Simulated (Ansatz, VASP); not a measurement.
**Two plane-wave programs on SiGe2**

INCAR

```
PREC = Accurate
ENCUT = 520
EDIFF = 1E-7
ISMEAR = 0
SIGMA = 0.02
LREAL = False
LASPH = True
NELM = 100
ALGO = Normal
ISIF = 2
LWAVE = False
LCHARG = False
GGA = PE
NBANDS = 41
```

File KPOINTS:

```
Automatic mesh
0
Gamma
  12 12 4
```

POSCAR

```
SiGe2
1.0
    3.9955311897      0.0000000000      0.0000000000
   -1.9977655948      3.4602315119      0.0000000000
    0.0000000000      0.0000000000      9.7871262028
Si Ge
2 4
Direct
    0.3333333333      0.6666666667      0.7914947121
    0.6666666667      0.3333333333      0.2085052879
    0.6666666667      0.3333333333      0.4558774295
    0.0000000000      0.0000000000      0.1276244453
    0.3333333333      0.6666666667      0.5441225705
    0.0000000000      0.0000000000      0.8723755547
```

Input for Ansatz:

```yaml
crystal:
  lattice:
    - [3.9955311897, 0.0, 0.0]
    - [-1.9977655948, 3.4602315119, 0.0]
    - [0.0, 0.0, 9.7871262028]
  atoms:
    - { symbol: Si, position: [0.3333333333, 0.6666666667, 0.7914947121] }
    - { symbol: Si, position: [0.6666666667, 0.3333333333, 0.2085052879] }
    - { symbol: Ge, position: [0.6666666667, 0.3333333333, 0.4558774295] }
    - { symbol: Ge, position: [0.0, 0.0, 0.1276244453] }
    - { symbol: Ge, position: [0.3333333333, 0.6666666667, 0.5441225705] }
    - { symbol: Ge, position: [0.0, 0.0, 0.8723755547] }
basis:
  ecutwfc: 420
kpoints:
  mp_grid: { grid: [12, 12, 4] }
  band_path: { path: [VBM, CBM], npoints: 2 }
hamiltonian:
  xc: pbe
scf:
  occupations: { method: gaussian, width: 0.02 }
output:
  forces: false
  stress: false
  eigenvalues: true
checkpoint:
  read: start.run
  write: ck
  compress: false
  write_wavefunctions: false
  write_every: 100000
```

Alike in both runs: task single point; functional PBE; k mesh 12 × 12 × 4; occupations gaussian, width 0.02 eV; no spin polarisation.

|  | VASP | Ansatz |
| --- | --- | --- |
| version | VASP 6.6.1 | Ansatz 0.2.0 |
| potentials or method | VASP PAW PBE potentials, release 64 (Si, Ge_d), cutoff 520 eV | scalar-relativistic, plane waves, PAW |
| valence electrons in the cell | 64 | 64 |

|  | VASP | Ansatz | Ansatz less VASP |
| --- | --- | --- | --- |
| gap on the k mesh at the Fermi level (eV) | 0.47 | 0.47 | -0.004 |
| least direct gap on the mesh (eV) | 0.53 | 0.53 | -0.005 |

With one functional, cell and mesh, what is left measures potentials, basis and numerics.
